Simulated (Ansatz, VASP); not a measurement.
# BeTeS4: VASP beside Ansatz

```
Be Te S
1.0
    -3.09122    2.92426    4.81470
     3.09122   -2.92426    4.81470
     3.09122    2.92426   -4.81470
Be Te S
1 1 4
Direct
  0.50000 0.00000 0.50000
  0.00000 0.00000 0.00000
  0.84731 0.31848 0.92326
  0.39522 0.92405 0.07674
  0.15269 0.07595 0.47117
  0.60478 0.68152 0.52883
```

Alike in both runs: functional PBE; k mesh 3 × 3 × 3; occupations gaussian, width 0.15 eV; no spin polarisation.

Ansatz relaxed the structure, and its values are those at the end. VASP's run is a single point on that final structure, the one shown.

|  | VASP | Ansatz |
| --- | --- | --- |
| version | VASP 6.6.1 | Ansatz 0.2.0 |
| potentials or method | VASP PAW PBE potentials, release 64 (Be, Te, S), cutoff 600 eV | scalar-relativistic, plane waves, PAW |
| valence electrons in the cell | 32 | 42 |

Ansatz gave:

| Quantity | Value |
| --- | --- |
| gap on the k mesh at the Fermi level (eV) | 1.30 |
| least direct gap on the mesh (eV) | 1.50 |
| pressure (GPa) | 0.3 |
| rms of the force components (eV/Å) | 0.007 |

Q: What did VASP give for the same quantities?

A: gap on the k mesh at the Fermi level (eV): 1.32; least direct gap on the mesh (eV): 1.53; pressure (GPa): 0.2; rms of the force components (eV/Å): 0.015.

VASP's potentials hold 32 valence electrons a cell and Ansatz's 42, so a difference there can come from the potentials and not from the codes.

The k mesh is coarse, so the values compare programs but aren't converged. Spin-orbit coupling is off throughout.
